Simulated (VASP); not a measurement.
Here is a VASP 6.6.1 calculation.

Contents of INCAR:

```
SYSTEM = Cu
PREC     = Accurate       ! precision mode
ENCUT    = 520            ! plane-wave cutoff, eV
EDIFF    = 1E-6           ! SCF threshold, eV
ISMEAR   = 0              ! smearing method
SIGMA    = 0.15           ! smearing width, eV
LREAL    = .False.        ! projectors in reciprocal space
LASPH    = .True.         ! aspherical terms in the spheres
NELM     = 60             ! most SCF steps
ALGO     = Fast           ! electronic algorithm
ISIF     = 2              ! what is computed and relaxed
LWAVE    = .False.        ! write WAVECAR
LCHARG   = .False.        ! write CHGCAR
GGA      = PE             ! functional
NBANDS   = 12             ! bands
```

Contents of KPOINTS:

```
Automatic mesh
0
Gamma
  24 24 24
  0 0 0
```

The input POSCAR:

```
Cu
1.0
   -1.3813849647      1.3813849647      1.4043159551
    1.3813849647     -1.3813849647      1.4043159551
    1.3813849647      1.3813849647     -1.4043159551
Cu
1
Direct
    0.0000000000      0.0000000000      0.0000000000
```

Potentials or basis: VASP PAW PBE potentials, release 64 (Cu).

The run is started by

```bash
$ cat potpaw_PBE.64/Cu/POTCAR > POTCAR
$ mpirun -np 1 vasp_std > vasp.out
```

Task: Predict the pressure.

Result: 21.9 GPa.

Task: Predict the band gap on the k mesh.

Result: Zero (an odd number of electrons rules out a gap without spin polarisation).

Stress tensor (GPa, compression positive):
```
21.90  0.00  0.00
 0.00 21.90  0.00
 0.00  0.00 21.99
```

Caveat: the cell stands under pressure.
